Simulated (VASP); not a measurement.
Input of a VASP 6.6.1 run:

Contents of INCAR:

```
PREC     = Accurate       # precision mode
ENCUT    = 520            # plane-wave cutoff, eV
EDIFF    = 1E-6           # SCF threshold, eV
ISMEAR   = 0              # smearing method
SIGMA    = 0.1            # smearing width, eV
LREAL    = F              # projectors in reciprocal space
LASPH    = T              # aspherical terms in the spheres
NELM     = 150            # most SCF steps
ALGO     = Normal         # electronic algorithm
ISIF     = 2              # what is computed and relaxed
LWAVE    = F              # write WAVECAR
LCHARG   = T              # write CHGCAR
ISPIN    = 2              # spin polarisation
MAGMOM   = 0 0 0 1 0 0    # initial moments
LORBIT   = 11             # projections on sites
LMAXMIX  = 4              # l up to which the mixer works
GGA      = PE             # functional
LELF     = T              # ELF
LVHAR    = T            
NBANDS   = 30             # bands
```

Contents of KPOINTS:

```
regular mesh
0
Gamma
  4 4 2
```

The input POSCAR:

```
Mg3MoBr2
1.0
    4.2384512700      0.0000000000      0.0000000000
    0.0000000000      4.2384512700      0.0000000000
    0.0000000000      0.0000000000      7.6137017500
Mg Mo Br
3 1 2
Direct
    0.5000000000      0.5000000000      0.7514074900
    0.5000000000      0.5000000000      0.2485925100
    0.0000000000      0.0000000000      0.0000000000
    0.5000000000      0.5000000000      0.5000000000
    0.0000000000      0.0000000000      0.5000000000
    0.5000000000      0.5000000000      0.0000000000
```

Potentials or basis: VASP PAW PBE potentials, release 64 (Mg, Mo_sv, Br).

Run with:

```sh
$ cat potpaw_PBE.64/Mg/POTCAR potpaw_PBE.64/Mo_sv/POTCAR potpaw_PBE.64/Br/POTCAR > POTCAR
$ mpirun -np 1 vasp_std > vasp.out
```

Problem. Estimate the pressure.

Solution. 38.2 GPa.

Problem. What does it give for the largest force?

Solution. 0.334 eV/Å.

Forces on the atoms (eV/Å):
```
Mg   0.000  0.000 -0.334
Mg   0.000  0.000  0.334
Mg   0.000  0.000  0.000
Mo   0.000  0.000  0.000
Br   0.000  0.000  0.000
Br   0.000  0.000  0.000
```

Caveat: the k points lie up to 0.41 Å⁻¹ apart; atoms lie so close that the PAW spheres overlap strongly, which falsifies energies and pressures.
